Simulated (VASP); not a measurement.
Here is a VASP 6.6.1 calculation.

INCAR

```
SYSTEM = B2SbI3
PREC = Accurate
ENCUT = 520
EDIFF = 1E-6
ISMEAR = 0
SIGMA = 0.1
LREAL = .False.
LASPH = .True.
NELM = 60
ALGO = Normal
ISIF = 2
LWAVE = .False.
LCHARG = .False.
GGA = PE
NBANDS = 25
```

KPOINTS

```
regular mesh
0
Gamma
  4 4 2
  0 0 0
```

POSCAR

```
B2SbI3
1.0
    4.3715337500      0.0000000000      0.0000000000
    0.0000000000      4.3715337500      0.0000000000
    0.0000000000      0.0000000000      9.6308992800
B Sb I
2 1 3
Direct
    0.0000000000      0.5000000000      0.7315000300
    0.5000000000      0.0000000000      0.2684999700
    0.0000000000      0.0000000000      0.0000000000
    0.0000000000      0.5000000000      0.3835000100
    0.5000000000      0.0000000000      0.6164999900
    0.5000000000      0.5000000000      0.0000000000
```

Potentials or basis: VASP PAW PBE potentials, release 64 (B, Sb, I).

Launch:

```console
$ cat potpaw_PBE.64/B/POTCAR potpaw_PBE.64/Sb/POTCAR potpaw_PBE.64/I/POTCAR > POTCAR
$ mpirun -np 1 vasp_std > vasp.out
```

Task: Predict the band gap on the k mesh.

Result: Zero (bands 16 and 17 overlap by 0.87 eV).

Task: Estimate the largest force.

Result: 0.516 eV/Å.

Forces in eV/Å, atoms in the order of the input:
```
B    0.000  0.000 -0.445
B    0.000  0.000  0.445
Sb   0.000  0.000  0.000
I    0.000  0.000 -0.516
I    0.000  0.000  0.516
I    0.000  0.000  0.000
```

Caveat: spin-orbit coupling is left out, which moves the levels of the heavy elements.
